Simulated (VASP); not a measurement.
Set up this calculation in VASP 6.6.1, as the native input.

```
Task                   : relaxation of the atoms
Functional             : PBEsol
Potentials or basis    : VASP PAW PBE potentials, release 64 (Cd, Se)
Cutoff                 : 450 eV
k mesh                 : 8 × 8 × 8
Occupations            : gaussian, width 0.02 eV
Spin                   : no spin polarisation
Dipole correction      : no
Further INCAR settings : ALGO = Normal; EDIFF = 1e-07; IBRION = 2; EDIFFG = -0.002; NSW = 60
```

The structure of CdSe lies in POSCAR:

```
CdSe
1.0
    0.0000000000      2.9498409621      3.1690168315
    2.9498409621      0.0000000000      3.1690168315
    2.9498409621      2.9498409621      0.0000000000
Cd Se
1 1
Direct
    0.0000000000      0.0000000000      0.0000000000
    0.2500000000      0.2500000000      0.2500000000
```

This cell differs from its parent crystal: strained cell.

The input as run:

INCAR

```
SYSTEM = CdSe
PREC     = Accurate       ! precision mode
ENCUT    = 450            ! plane-wave cutoff, eV
EDIFF    = 1E-7           ! SCF threshold, eV
ISMEAR   = 0              ! smearing method
SIGMA    = 0.02           ! smearing width, eV
LREAL    = .FALSE.        ! projectors in reciprocal space
LASPH    = .TRUE.         ! aspherical terms in the spheres
NELM     = 120            ! most SCF steps
ALGO     = Normal         ! electronic algorithm
ISIF     = 2              ! what is computed and relaxed
LWAVE    = .FALSE.        ! write WAVECAR
LCHARG   = .FALSE.        ! write CHGCAR
GGA      = PS             ! functional
IBRION   = 2              ! ionic algorithm
NSW      = 60             ! ionic steps
EDIFFG   = -0.002         ! ionic threshold
GGA_COMPAT= .FALSE.      
NELMIN   = 4
```

KPOINTS

```
regular mesh
0
G
  8 8 8
  0 0 0
```

Potentials or basis: VASP PAW PBE potentials, release 64 (Cd, Se).

The run is started by

```console
$ cat potpaw_PBE.64/Cd/POTCAR potpaw_PBE.64/Se/POTCAR > POTCAR
$ mpirun -np 1 vasp_std > vasp.out
```

It gave:

| Item | Value |
| --- | --- |
| Pressure after relaxing | 1.2 GPa |
| Band gap on the k mesh | 0.42 eV |

Caveat: the cell differs from its parent crystal (strained cell); semilocal functionals underestimate gaps, and a narrow one can read as zero; the PAW data sets were made with another functional, which shifts forces and pressure a little.

Wall time 32 s on 1 thread of Oxide Virtual Turin-like Processor (shared host), peak memory 0.16 GiB.
